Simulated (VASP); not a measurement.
Input of a VASP 6.6.1 run:

The input INCAR:

```
SYSTEM = C
PREC = Accurate ; ENCUT = 520
EDIFF = 1E-8 ; ISMEAR = -1
SIGMA = 0.05 ; LREAL = .FALSE.
LASPH = .TRUE. ; NELM = 100
ALGO = Normal ; ISIF = 2
LWAVE = .FALSE. ; LCHARG = .FALSE.
GGA = PE ; LEFG = .TRUE.
NBANDS = 11
```

Contents of KPOINTS:

```
regular mesh
0
G
  18 18 18
  0 0 0
```

The input POSCAR:

```
C
1.0
    0.0000000000      2.0631900000      3.3480000000
    1.1911600000      0.0000000000      3.3480000000
    1.1911600000      2.0631900000      0.0000000000
C
2
Direct
    0.1666700000      0.8333300000      0.1666700000
    0.8333300000      0.1666700000      0.8333300000
```

Potentials or basis: VASP PAW PBE potentials, release 64 (C).

The run is started by

```bash
$ cat potpaw_PBE.64/C/POTCAR > POTCAR
$ mpirun -np 1 vasp_std > vasp.out
```

(1) Predict the band gap on the k mesh.

(2) What does it give for the pressure?

Answers

(1) 0.08 eV, indirect (least direct gap 0.15 eV).

(2) 34.8 GPa.

Caveat: the cell differs from its parent crystal (x and y stretched by -3 %, z held); without QUAD_EFG the Cq values of the log hold for a quadrupole moment of 1 mb, not for the nuclei.
